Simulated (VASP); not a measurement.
Wanted: the native input for a VASP 6.6.1 run.

```yaml
Task: single point
Functional: PBE
Potentials_or_basis: VASP PAW PBE potentials, release 64 (K_sv)
Cutoff: 500 eV
k_mesh: 4 × 4 × 2
Occupations: fermi-dirac, width 0.1 eV
Spin: no spin polarisation
Dipole_correction: no
Further_INCAR_settings: ALGO = Normal; EDIFF = 1e-06; NBANDS = 16
```

The structure of K lies in POSCAR:

```
K
1.0
    4.7167909557      0.0000000000      0.0000000000
   -2.3583954778      4.0848607920      0.0000000000
    0.0000000000      0.0000000000      7.6905374758
K
2
Direct
    0.3333333333      0.6666666667      0.2500000000
    0.6666666667      0.3333333333      0.7500000000
```

This isn't the form of K at room conditions, which is bcc.

These files were run (other wordings do the same):

INCAR

```
SYSTEM = K
PREC = Accurate
ENCUT = 500
EDIFF = 1E-6
ISMEAR = -1
SIGMA = 0.1
LREAL = .FALSE.
LASPH = .TRUE.
NELM = 120
ALGO = Normal
ISIF = 2
LWAVE = .FALSE.
LCHARG = .TRUE.
GGA = PE
LELF = .TRUE.
LVHAR = .TRUE.
NBANDS = 16
GGA_COMPAT = .FALSE.
```

KPOINTS

```
regular mesh
0
G
  4 4 2
  0 0 0
```

Potentials or basis: VASP PAW PBE potentials, release 64 (K_sv).

Launch:

```sh
$ cat potpaw_PBE.64/K_sv/POTCAR > POTCAR
$ mpirun -np 1 vasp_std > vasp.out
```

Results of the run:

The pressure is 0.0 GPa and the band gap on the k mesh is zero (bands 9 and 10 overlap by 2.06 eV).

Caveat: the k points lie up to 0.41 Å⁻¹ apart, too coarse for converged energies and pressures of a metal.

It took 19 s on 1 thread of Intel Xeon 8259CL, on a shared host, peak memory 0.24 GiB.
